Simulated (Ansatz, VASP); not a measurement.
Given: the input of a run of VASP 6.6.1 on In.

The input INCAR:

```
ALGO = Normal
EDIFF = 1E-6
ENCUT = 500
GGA = LIBXC
GGA_COMPAT = False
ISIF = 2
ISMEAR = 1
ISPIN = 2
LASPH = True
LCHARG = False
LIBXC1 = GGA_X_RPBE
LIBXC2 = GGA_C_LYP
LORBIT = 11
LREAL = False
LWAVE = False
MAGMOM = -0.36
NBANDS = 16
NELM = 200
PREC = Accurate
SIGMA = 0.05
```

Contents of KPOINTS:

```
k-points
0
Gamma
  11 11 11
```

File POSCAR:

```
In
1.0
   -1.5922878321      1.5922878321      2.4232021571
    1.5922878321     -1.5922878321      2.4232021571
    1.5922878321      1.5922878321     -2.4232021571
In
1
Direct
    0.0000000000      0.0000000000      0.0000000000
```

Potentials or basis: VASP PAW PBE potentials, release 64 (In_d).

Launch:

```sh
$ cat potpaw_PBE.64/In_d/POTCAR > POTCAR
$ mpirun -np 1 vasp_std > vasp.out
```

Question: Set up the same calculation for Ansatz 0.2.0. Potentials there: all-electron LAPW, inner shells corrected to Dirac's equation.

Answer: As run (the cutoff follows the program's own potentials):

File input.yaml:

```yaml
crystal:
  lattice:
    - [-1.5922878321, 1.5922878321, 2.4232021571]
    - [1.5922878321, -1.5922878321, 2.4232021571]
    - [1.5922878321, 1.5922878321, -2.4232021571]
  atoms:
    - { symbol: In, position: [0.0, 0.0, 0.0], spin: -0.36 }
kpoints:
  mp_grid: { grid: [11, 11, 11] }
scf:
  occupations: { method: methfessel_paxton, width: 0.05 }
hamiltonian:
  xc: { exchange: rpbe, correlation: lyp }
  pseudopotentials:
    kind: all_electron
    lapw: { basis_error: 0.0005 }
    dirac_shells: { In: ["3p", "3d"] }
magnetization:
  spin_polarized: true
output:
  forces: true
  stress: true
  eigenvalues: true
```

Potentials or basis: all-electron LAPW, inner shells corrected to Dirac's equation.

Launch:

```console
$ ansatz run input.yaml --threads 1 --pin off --max-ram 2560MiB --backend cpu --events-out ev --progress --plain --runs-dir out
```

Both were run:

|  | VASP | Ansatz | Ansatz less VASP |
| --- | --- | --- | --- |
| gap on the k mesh at the Fermi level (eV) | none | none | - |
| pressure (GPa) | 11.8 | 11.8 | +0.05 |
| traceless stress, the component that is largest in VASP (GPa) | -0.44 | -0.44 | +0.003 |
| net moment per atom (μB) | 0.00 | 0.00 | 0.000 |

VASP's potentials were made for PBE, not for rpbe exchange, lyp correlation. A gap of «none» marks a metal or a gap that the smearing closes. Ansatz ran all-electron here, and VASP with PAW potentials.
